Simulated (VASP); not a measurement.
Here is a VASP 6.6.1 calculation.

Contents of INCAR:

```
  ALGO = Normal
  EDIFF = 1E-6
  EDIFFG = -0.01
  ENCUT = 600
  GGA = CA
  IBRION = 2
  ISIF = 3
  ISMEAR = -1
  LASPH = True
  LCHARG = False
  LREAL = False
  LWAVE = False
  NELM = 80
  NSW = 80
  PREC = Accurate
  PSTRESS = 300.0
  SIGMA = 0.05
```

Contents of KPOINTS:

```
k-points
0
Gamma
  7 7 7
```

POSCAR

```
TePb
1.0
    0.0000000000      3.2310000000      3.2310000000
    3.2310000000      0.0000000000      3.2310000000
    3.2310000000      3.2310000000      0.0000000000
Pb Te
1 1
Direct
    0.0000000000      0.0000000000      0.0000000000
    0.5000000000      0.5000000000      0.5000000000
```

Potentials or basis: VASP PAW LDA potentials, release 64 (Pb_d, Te).

Launch:

```bash
$ cat potpaw_LDA.64/Pb_d/POTCAR potpaw_LDA.64/Te/POTCAR > POTCAR
$ mpirun -np 1 vasp_std > vasp.out
```

(1) Predict the relaxed volume.

(2) Estimate the relaxed cell.

(3) Predict the space group after relaxing (to 0.05 Å).

Results:

(1) 23.90 Å³/atom.

(2) a = 4.074 Å, b = 4.074 Å, c = 4.074 Å, α = 60.00°, β = 60.00°, γ = 60.00°.

(3) Fm-3m (No. 225).

Caveat: the cell is relaxed towards a set pressure, so the enthalpy falls and the energy may rise; the volume moved by over 15 % at a fixed basis, so the end points are rough.
